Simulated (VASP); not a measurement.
Sb: single point with PBE

Crystal: Sb.

```
Sb
1.0
     0.00000    3.56594    3.56594
     3.56594    0.00000    3.56594
     3.56594    3.56594    0.00000
Sb
2
Direct
  0.00000 0.00000 0.00000
  0.25000 0.25000 0.25000
```

* Program: VASP 6.6.1
* Task: single point
* Functional: PBE
* Potentials or basis: VASP PAW PBE potentials, release 64 (Sb)
* Cutoff: 520 eV
* k mesh: 9 × 9 × 9
* Occupations: fermi-dirac, width 0.0612256 eV
* Spin: no spin polarisation
* Dipole correction: no
* Further INCAR settings: ALGO = Normal; EDIFF = 1e-07; NBANDS = 12

```
Pressure               : -1.6 GPa
Band gap on the k mesh : zero (band 5 reaches 3.67 eV, above the bottom of band 6 at 3.01 eV)
```

Levels at points of the mesh, in eV from the Fermi level:
| k point | band 2 | band 3 | band 4 | band 5 | band 6 | band 7 | band 8 | band 9 |
| --- | --- | --- | --- | --- | --- | --- | --- | --- |
| (0.00, 0.00, 0.00) | -5.61 | -1.62 | -1.62 | -1.62 | 0.59 | 0.59 | 0.59 | 4.00 |

Run time: 27 s on 1 thread of Intel(R) Xeon(R) Platinum 8559C (Emerald Rapids) (shared host), peak memory 0.24 GiB.

Caveat: spin-orbit coupling is left out, which moves the levels of the heavy elements.
